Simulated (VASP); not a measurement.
Crystal: SiB4N.

```
Si B N
1.0
     0.00000    3.04556    3.04556
     3.04556    0.00000    3.04556
     3.04556    3.04556    0.00000
Si B N
1 4 1
Direct
  0.00000 0.00000 0.00000
  0.87497 0.37501 0.37501
  0.37501 0.37501 0.37501
  0.37501 0.87497 0.37501
  0.37501 0.37501 0.87497
  0.75000 0.75000 0.75000
```

The cell was built from a structure type or drawn by symmetry, and may not be a known phase.

```yaml
Program: VASP 6.6.1
Task: relaxation of cell and atoms
Functional: PBE
Potentials_or_basis: VASP PAW PBE potentials, release 64 (Si, B, N)
Cutoff: 600 eV
k_mesh: 6 × 6 × 6
Occupations: gaussian, width 0.1 eV
Spin: no spin polarisation
```

At the start: pressure -28.6 GPa; volume 9.42 Å³/atom.

Where does the relaxation end?

Over 3 steps the energy falls by 245.5 meV/atom and the volume is 7.26 Å³/atom (-22.9 %); space group F-43m (No. 216, to 0.1 Å) before and after.

Step by step:
| step | energy change (eV) | largest force (eV/Å) | pressure (GPa) | volume (Å³) |
| --- | --- | --- | --- | --- |
| 1 | 0.0000 | 0.2246 | -28.55 | 56.50 |
| 2 | -1.4717 | 0.0196 | -1.30 | 43.86 |
| 3 | -1.4729 | 0.0312 | -0.10 | 43.58 |

Final structure:
```cif
data_structure
_symmetry_space_group_name_H-M 'P 1'
_symmetry_Int_Tables_number 1
_cell_length_a 3.9501
_cell_length_b 3.9501
_cell_length_c 3.9501
_cell_angle_alpha 60.000
_cell_angle_beta 60.000
_cell_angle_gamma 60.000
_cell_volume 43.58
loop_
_atom_site_label
_atom_site_type_symbol
_atom_site_fract_x
_atom_site_fract_y
_atom_site_fract_z
_atom_site_occupancy
Si1 Si 0.00000 0.00000 0.00000 1
B1 B 0.87181 0.37606 0.37606 1
B2 B 0.37606 0.37606 0.37606 1
B3 B 0.37606 0.87181 0.37606 1
B4 B 0.37606 0.37606 0.87181 1
N1 N 0.75000 0.75000 0.75000 1
```

Caveat: the volume moved by over 15 % at a fixed basis, so the end points are rough; the highest band is partly filled, so the run has too few bands.
